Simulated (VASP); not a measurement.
A run of VASP 6.6.1 is set up as follows.

The input INCAR:

```
SYSTEM = AlN
  PREC = Accurate
  ENCUT = 600
  EDIFF = 1E-6
  ISMEAR = 0
  SIGMA = 0.02
  LREAL = .FALSE.
  LASPH = .TRUE.
  NELM = 80
  ALGO = Normal
  ISIF = 4
  LWAVE = .FALSE.
  LCHARG = .FALSE.
  GGA = PE
  IBRION = 2
  NSW = 50
  EDIFFG = -0.01
```

Contents of KPOINTS:

```
Automatic mesh
0
G
  12 12 6
  0 0 0
```

Contents of POSCAR:

```
AlN
1.0
    3.0986261070      0.0000000000      0.0000000000
   -1.5493130535      2.6834889255      0.0000000000
    0.0000000000      0.0000000000      4.9673024063
Al N
2 2
Direct
    0.3333333333      0.6666666667     -0.0007707949
    0.6666666667      0.3333333333      0.4992292051
    0.3333333333      0.6666666667      0.3807707949
    0.6666666667      0.3333333333      0.8807707949
```

Potentials or basis: VASP PAW PBE potentials, release 64 (Al, N).

The run is started by

```sh
$ cat potpaw_PBE.64/Al/POTCAR potpaw_PBE.64/N/POTCAR > POTCAR
$ mpirun -np 1 vasp_std > vasp.out
```

Task: What does it give for the band gap on the k mesh?

Result: 4.30 eV.

Final structure:
```yaml
crystal:
  lattice:
    - [3.10045, 0.00000, 0.00000]
    - [-1.55022, 2.68507, 0.00000]
    - [0.00000, 0.00000, 4.96146]
  atoms:
    - { symbol: Al, position: [0.33333, 0.66667, 0.99898] }
    - { symbol: Al, position: [0.66667, 0.33333, 0.49898] }
    - { symbol: N, position: [0.33333, 0.66667, 0.38102] }
    - { symbol: N, position: [0.66667, 0.33333, 0.88102] }
```

A k mesh can miss the band edges.
